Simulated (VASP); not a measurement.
Here is a VASP 6.6.1 calculation.

INCAR

```
SYSTEM = Zr
PREC = Accurate
ENCUT = 520
EDIFF = 1E-6
ISMEAR = -1
SIGMA = 0.08
LREAL = .False.
LASPH = .True.
NELM = 80
ALGO = Normal
ISIF = 2
LWAVE = .False.
LCHARG = .False.
NBANDS = 19
```

File KPOINTS:

```
regular mesh
0
Gamma
  16 16 16
  0 0 0
```

Contents of POSCAR:

```
Zr
1.0
   -2.4728294556      2.4728294556      1.3761031958
    2.4728294556     -2.4728294556      1.3761031958
    2.4728294556      2.4728294556     -1.3761031958
Zr
2
Direct
   -0.3750000000     -0.1250000000     -0.2500000000
    0.3750000000      0.1250000000      0.2500000000
```

Potentials or basis: VASP PAW LDA potentials, release 64 (Zr_sv).

Command:

```sh
$ cat potpaw_LDA.64/Zr_sv/POTCAR > POTCAR
$ mpirun -np 1 vasp_std > vasp.out
```

Problem. What does it give for the pressure?

Solution. 38.5 GPa.

Problem. Estimate the band gap on the k mesh.

Solution. Zero (bands 12 and 13 overlap by 1.60 eV).

Stress tensor (GPa, compression positive):
```
38.55  0.00  0.00
 0.00 38.55  0.00
 0.00  0.00 38.33
```

Caveat: the cell stands under pressure.
